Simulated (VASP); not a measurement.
# AlGa3N4 (P-43m) in VASP: a series of runs, part 2 of 2

VASP 6.6.1. The steps go on from the part before.

### 5 Single point, r2SCAN (volume scaled by 0.97, then relaxed in part)

POSCAR reads:

```
AlGa3N4
1.0
    4.4202368717      0.0000000000      0.0000000000
    0.0000000000      4.4202368717      0.0000000000
    0.0000000000      0.0000000000      4.4202368717
Al Ga N
1 3 4
Direct
    0.0000000000      0.0000000000      0.0000000000
    0.5000000000      0.5000000000      0.0000000000
    0.5000000000      0.0000000000      0.5000000000
    0.0000000000      0.5000000000      0.5000000000
    0.7553510551      0.7553510551      0.2446489449
    0.7553510551      0.2446489449      0.7553510551
    0.2446489449      0.7553510551      0.7553510551
    0.2446489449      0.2446489449      0.2446489449
```

INCAR.step1 reads:

```
PREC = Accurate ; ENCUT = 520
ISMEAR = 0 ; SIGMA = 0.02
LREAL = False ; LASPH = True
NELM = 80 ; NBANDS = 41
GGA = PE ; ALGO = Normal
EDIFF = 1E-4 ; LWAVE = True
LCHARG = False
```

INCAR.step2 reads:

```
PREC = Accurate ; ENCUT = 520
EDIFF = 1E-6 ; ISMEAR = 0
SIGMA = 0.02 ; LREAL = False
LASPH = True ; NELM = 80
ALGO = Normal ; ISIF = 2
LWAVE = False ; LCHARG = True
METAGGA = R2SCAN ; LMIXTAU = True
LELF = True ; LVHAR = True
NBANDS = 41 ; ISTART = 1
```

KPOINTS reads:

```
Automatic mesh
0
Gamma
  6 6 6
```

Potentials or basis: VASP PAW PBE potentials, release 64 (Al, Ga_d, N).

Started as:

```sh
$ cat potpaw_PBE.64/Al/POTCAR potpaw_PBE.64/Ga_d/POTCAR potpaw_PBE.64/N/POTCAR > POTCAR
$ cp INCAR.step1 INCAR
$ mpirun -np 1 vasp_std > vasp.out
$ cp INCAR.step2 INCAR
$ mpirun -np 1 vasp_std > vasp.out
```

OUTCAR:

```text
PREC = Accurate
   ENCUT = 520
   EDIFF = 1E-6
   ISMEAR = 0
   LREAL = False
   LASPH = True
   NELM = 80
   ISIF = 2
   METAGGA = R2SCAN
   ISTART = 1

 ion  position               nearest neighbor table
   1  0.000  0.000  0.000-   5 1.87   6 1.87   7 1.87   8 1.87   3 3.13   4 3.13   2 3.13   3 3.13
                             4 3.13   2 3.13   4 3.13   4 3.13   2 3.13   3 3.13   3 3.13   2 3.13
   2  0.500  0.500  0.000-   5 1.93   6 1.93   7 1.93   8 1.93   1 3.13   1 3.13   1 3.13   1 3.13

   3  0.500  0.000  0.500-   5 1.93   6 1.93   7 1.93   8 1.93   1 3.13   1 3.13   1 3.13   1 3.13

   4  0.000  0.500  0.500-   5 1.93   6 1.93   7 1.93   8 1.93   1 3.13   1 3.13   1 3.13   1 3.13

   5  0.755  0.755  0.245-   1 1.87   2 1.93   3 1.93   4 1.93
   6  0.755  0.245  0.755-   1 1.87   2 1.93   3 1.93   4 1.93
   7  0.245  0.755  0.755-   1 1.87   2 1.93   3 1.93   4 1.93
   8  0.245  0.245  0.245-   1 1.87   2 1.93   3 1.93   4 1.93

  LATTYP: Found a simple cubic cell.
 ALAT       =     4.4202368717

  Lattice vectors:

 A1 = (   4.4202368717,   0.0000000000,   0.0000000000)
 A2 = (   0.0000000000,   4.4202368717,   0.0000000000)
 A3 = (   0.0000000000,   0.0000000000,   4.4202368717)

Analysis of symmetry for initial positions (statically):
=====================================================================
 Subroutine PRICEL returns:
 Original cell was already a primitive cell.

 Routine SETGRP: Setting up the symmetry group for a
 simple cubic supercell.

 Subroutine GETGRP returns: Found 24 space group operations
 (whereof 24 operations were pure point group operations)
 out of a pool of 48 trial point group operations.

The static configuration has the point symmetry T_d .

Analysis of symmetry for dynamics (positions and initial velocities):
=====================================================================
 Subroutine PRICEL returns:
 Original cell was already a primitive cell.

 Routine SETGRP: Setting up the symmetry group for a
 simple cubic supercell.

 Subroutine GETGRP returns: Found 24 space group operations
 (whereof 24 operations were pure point group operations)
 out of a pool of 48 trial point group operations.

The dynamic configuration has the point symmetry T_d .

 Subroutine INISYM returns: Found 24 space group operations
 (whereof 24 operations are pure point group operations),
 and found     1 'primitive' translations

----------------------------------------------------------------------------------------

                                     Primitive cell

  volume of cell :      86.3648

  direct lattice vectors                    reciprocal lattice vectors
     4.420236872  0.000000000  0.000000000     0.226232220  0.000000000  0.000000000
     0.000000000  4.420236872  0.000000000     0.000000000  0.226232220  0.000000000
     0.000000000  0.000000000  4.420236872     0.000000000  0.000000000  0.226232220

  length of vectors
     4.420236872  4.420236872  4.420236872     0.226232220  0.226232220  0.226232220

  position of ions in fractional coordinates (direct lattice)
     0.000000000  0.000000000  0.000000000
     0.500000000  0.500000000  0.000000000
[... 49 lines left out ...]
  0.500000  0.000000  0.000000      3.000000
  0.166667  0.166667  0.000000     12.000000
  0.333333  0.166667  0.000000     24.000000
[... 12 lines left out ...]
  0.500000  0.500000  0.333333      6.000000
  0.500000  0.500000  0.500000      1.000000
   k-points           NKPTS =     20   k-points in BZ     NKDIM =     20   number of bands    NBANDS=     41
   number of dos      NEDOS =    301   number of ions     NIONS =      8
   total plane-waves  NPLWV =  46656
   dimension x,y,z NGX =    36 NGY =   36 NGZ =   36
   dimension x,y,z NGXF=    72 NGYF=   72 NGZF=   72
   ions per type =               1   3   4
   NGX,Y,Z   is equivalent  to a cutoff of  13.54, 13.54, 13.54 a.u.
   NGXF,Y,Z  is equivalent  to a cutoff of  27.08, 27.08, 27.08 a.u.
 SYSTEM =  unknown system
   PREC   = accura    normal or accurate (medium, high low for compatibility)
   ISTART =      1    job   : 0-new  1-cont  2-samecut
   ICHARG =      0    charge: 1-file 2-atom 10-const
   ISPIN  =      1    spin polarized calculation?
   LNONCOLLINEAR =      F non collinear calculations
   LSORBIT =      F    spin-orbit coupling
   LASPH  =      T    aspherical Exc in radial PAW
   ENCUT  =  520.0 eV  38.22 Ry    6.18 a.u.   8.22  8.22  8.22*2*pi/ulx,y,z
   NELM   =     80;   NELMIN=  2; NELMDL=  0     # of ELM steps
   EDIFF  = 0.1E-05   stopping-criterion for ELM
   LREAL  =      F    real-space projection
   EDIFFG = 0.1E-04   stopping-criterion for IOM
   NSW    =      0    number of steps for IOM
   IBRION =     -1    ionic relax: 0-MD 1-quasi-New 2-CG
   NFREE  =      0    steps in history (QN), initial steepest desc. (CG)
   ISIF   =      2    stress and relaxation
   ISYM   =      2    0-nonsym 1-usesym 2-fastsym
   POTIM  = 0.5000    time-step for ionic-motion
   TEBEG  =    0.0;   TEEND  =   0.0 temperature during run
   PSTRESS=    0.0 pullay stress
   NELECT =      62.0000    total number of electrons
   NUPDOWN=      -1.0000    fix difference up-down
   EMIN   =  10.00;   EMAX   =-10.00  energy-range for DOS
   EFERMI =   0.00;   METHOD = LEGACY
   ISMEAR =     0;   SIGMA  =   0.02  broadening in eV -4-tet -1-fermi 0-gaus
   EFERMI_NEDOS =   21; number of points for ismear=-14 and -15
   IALGO  =     38    algorithm
   IMIX   =      4    mixing-type and parameters
     AMIX     =   0.40;   BMIX     =  1.00
     AMIX_MAG =   1.60;   BMIX_MAG =  1.00
  volume/ion in A,a.u.               =      10.80        72.85
  Fermi-wavevector in a.u.,A,eV,Ry     =   1.465862  2.770078 29.235551  2.148752
  Thomas-Fermi vector in A             =   2.581669
   LORBIT       =      0    0 simple, 1 ext, 2 COOP (PROOUT), +10 PAW based schemes
   METAGGA = R2SCAN    functional components
   LHFCALC =     F    Hartree Fock is set to
   AEXX    =    0.0000 exact exchange contribution
   IVDW    =     0    specifies the selected vdW correction
   LEPSILON=     F    determine dielectric tensor
   LRPA    =     F    only Hartree local field effects (RPA)
 non-spin polarized calculation
 Gauss-broadening in eV      SIGMA  =   0.02
  energy-cutoff  :      520.00
  volume of cell :       86.36
 maximum number of plane-waves:      2360
 NGX is ok and might be reduce to    36
   NGX = 17   NGY = 17   NGZ = 17

 number of electron      61.9999948 magnetization

 Free energy of the ion-electron system (eV)
  ---------------------------------------------------
  ext. energy  EPLUGINS =         0.00000000
  ---------------------------------------------------
  free energy    TOTEN  =       -84.79794005 eV

  energy without entropy =      -84.79794005  energy(sigma->0) =      -84.79794005

 E-fermi :   5.6555     XC(G=0): -12.5533

 val. band max:        5.5106584277   @ k =   0.0000   0.0000   0.0000
 cond. band min:       8.5506561866   @ k =   0.0000   0.0000   0.0000
 fundamental gap:      3.0399977589
 Fermi energy:         5.6554848913

 k-point     1 :       0.0000    0.0000    0.0000
  band No.  band energies     occupation
      1     -11.2276      2.00000
      2      -9.7149      2.00000
      3      -9.7149      2.00000
      4      -9.7149      2.00000
      5      -7.9992      2.00000
      6      -7.9987      2.00000
[... 869 lines left out ...]
     40      16.3112      0.00000
     41      16.3112      0.00000

------------------------ aborting loop because EDIFF is reached ----------------------------------------

  FORCE on cell =-STRESS in cart. coord.  units (eV):
  Direction    XX          YY          ZZ          XY          YZ          ZX
  --------------------------------------------------------------------------------------
  -------------------------------------------------------------------------------------
  Total        3.9569656      3.9569656      3.9569656      0.0000000      0.0000000     -0.0000000
  in kB       73.4067894     73.4067894     73.4067894      0.0000000      0.0000000     -0.0000000
  external PRESSURE =      73.4067894 kB  Pullay stress =       0.0000000 kB

 VOLUME and BASIS-vectors are now :
 -----------------------------------------------------------------------------
  energy-cutoff  :      520.00
  volume of cell :       86.36
      direct lattice vectors                 reciprocal lattice vectors
     4.420236872  0.000000000  0.000000000     0.226232220  0.000000000  0.000000000
     0.000000000  4.420236872  0.000000000     0.000000000  0.226232220  0.000000000
     0.000000000  0.000000000  4.420236872     0.000000000  0.000000000  0.226232220

 POSITION                                       TOTAL-FORCE (eV/Angst)
 -----------------------------------------------------------------------------------
      0.00000      0.00000      0.00000         0.000000      0.000000      0.000000
      2.21012      2.21012      0.00000         0.000000      0.000000     -0.000000
      2.21012      0.00000      2.21012         0.000000      0.000000      0.000000
      0.00000      2.21012      2.21012         0.000000     -0.000000      0.000000
      3.33883      3.33883      1.08141         0.052274      0.052274     -0.052274
      3.33883      1.08141      3.33883         0.052274     -0.052274      0.052274
      1.08141      3.33883      3.33883        -0.052274      0.052274      0.052274
      1.08141      1.08141      1.08141        -0.052274     -0.052274     -0.052274
 -----------------------------------------------------------------------------------
    total drift:                               -0.000000     -0.000000      0.000000

  FREE ENERGIE OF THE ION-ELECTRON SYSTEM (eV)
  ---------------------------------------------------
  free  energy   TOTEN  =       -84.7979400531 eV

  energy  without entropy=      -84.7979400531  energy(sigma->0) =      -84.79794005
```

Wall time 7.7 min (1 thread of AMD EPYC 7R43 (Zen 3), shared host); peak memory 0.21 GiB.

What came out:

```
Free energy            : -84.7979 eV
Pressure               : 7.3 GPa
Largest force          : 0.091 eV/Å
Band gap on the k mesh : 3.04 eV, direct
```

Forces on the atoms (eV/Å):
```
Al   0.000  0.000  0.000
Ga   0.000  0.000  0.000
Ga   0.000  0.000  0.000
Ga   0.000  0.000  0.000
N    0.052  0.052 -0.052
N    0.052 -0.052  0.052
N   -0.052  0.052  0.052
N   -0.052 -0.052 -0.052
```

Caveat: the cell differs from its parent crystal (volume scaled by 0.97, then relaxed in part); the PAW data sets were made with another functional, which shifts forces and pressure a little.

### 6 Single point, r2SCAN

This run uses another cell than the first one, of 11.13 Å³/atom, 1.136 times its volume.

POSCAR, as its differences from that of step 5:

```diff
@@ -2,5 +2,5 @@
 1.0
-    4.4202368717      0.0000000000      0.0000000000
-    0.0000000000      4.4202368717      0.0000000000
-    0.0000000000      0.0000000000      4.4202368717
+    4.4653444451      0.0000000000      0.0000000000
+    0.0000000000      4.4653444451      0.0000000000
+    0.0000000000      0.0000000000      4.4653444451
 Al Ga N
```

INCAR.step1 reads:

```
ALGO = Normal
EDIFF = 1E-4
ENCUT = 520
GGA = PE
ISMEAR = 0
LASPH = T
LCHARG = F
LREAL = F
LWAVE = T
NBANDS = 41
NELM = 100
PREC = Accurate
SIGMA = 0.02
```

INCAR.step2 reads:

```
ALGO = Normal
EDIFF = 1E-6
ENCUT = 520
ISIF = 2
ISMEAR = 0
ISTART = 1
LASPH = T
LCHARG = F
LMIXTAU = T
LREAL = F
LWAVE = F
METAGGA = R2SCAN
NBANDS = 41
NELM = 100
PREC = Accurate
SIGMA = 0.02
```

KPOINTS reads:

```
k-points
0
Gamma
  6 6 6
```

Potentials or basis: VASP PAW PBE potentials, release 64 (Al, Ga_d, N).

Started as:

```sh
$ cat potpaw_PBE.64/Al/POTCAR potpaw_PBE.64/Ga_d/POTCAR potpaw_PBE.64/N/POTCAR > POTCAR
$ cp INCAR.step1 INCAR
$ mpirun -np 1 vasp_std > vasp.out
$ cp INCAR.step2 INCAR
$ mpirun -np 1 vasp_std > vasp.out
```

It took 11 min on 1 thread of AMD EPYC 7R43 (Zen 3), shared host; peak memory 0.21 GiB.

The run converged. Its results:

```
Free energy            : -84.8655 eV
Pressure               : 0.7 GPa
Largest force          : 0.080 eV/Å
Band gap on the k mesh : 2.82 eV, direct
```

Forces on the atoms (eV/Å):
```
Al   0.000  0.000  0.000
Ga   0.000  0.000  0.000
Ga   0.000  0.000  0.000
Ga   0.000  0.000  0.000
N    0.046  0.046 -0.046
N    0.046 -0.046  0.046
N   -0.046  0.046  0.046
N   -0.046 -0.046 -0.046
```

Levels at points of the mesh, in eV from the valence-band top:
| k point | band 28 | band 29 | band 30 | band 31 | band 32 | band 33 | band 34 | band 35 |
| --- | --- | --- | --- | --- | --- | --- | --- | --- |
| (0.00, 0.00, 0.00) | -2.51 | 0.00 | 0.00 | 0.00 | 2.82 | 3.92 | 3.92 | 3.92 |
| (0.50, 0.00, 0.00) | -1.53 | -1.53 | -1.21 | -1.21 | 5.45 | 5.55 | 6.79 | 6.79 |
| (0.50, 0.50, 0.00) | -1.00 | -0.98 | -0.98 | -0.61 | 7.31 | 7.51 | 7.51 | 7.96 |
| (0.50, 0.50, 0.50) | -0.75 | -0.68 | -0.68 | -0.68 | 5.57 | 5.57 | 5.57 | 6.94 |

Caveat: the PAW data sets were made with another functional, which shifts forces and pressure a little. r2SCAN opens gaps a little over a GGA but as a rule still falls short of measured ones.

### 7 Overview

| cell | gap on the mesh (eV) | pressure (GPa) | largest force (eV/Å) |
| --- | --- | --- | --- |
| a = 4.279 Å, 8 atoms | 3.76 | 34.5 | 0.09 |
| a = 4.327 Å, 8 atoms | 3.51 | 24.1 | 0.11 |
| a = 4.374 Å, 8 atoms | 3.27 | 15.1 | 0.10 |
| a = 4.420 Å, 8 atoms | 3.04 | 7.3 | 0.09 |
| a = 4.465 Å, 8 atoms | 2.82 | 0.7 | 0.08 |

Alike in all rows: task single point; level r2SCAN; potentials or basis VASP PAW PBE potentials, release 64 (Al, Ga_d, N); no spin polarisation; k mesh 6 × 6 × 6; cutoff (eV) 520; smearing gaussian 0.02 eV.

Caveats: the PAW data sets were made with another functional, which shifts forces and pressure a little.

Absolute energies hang on the potentials; compare differences alone.
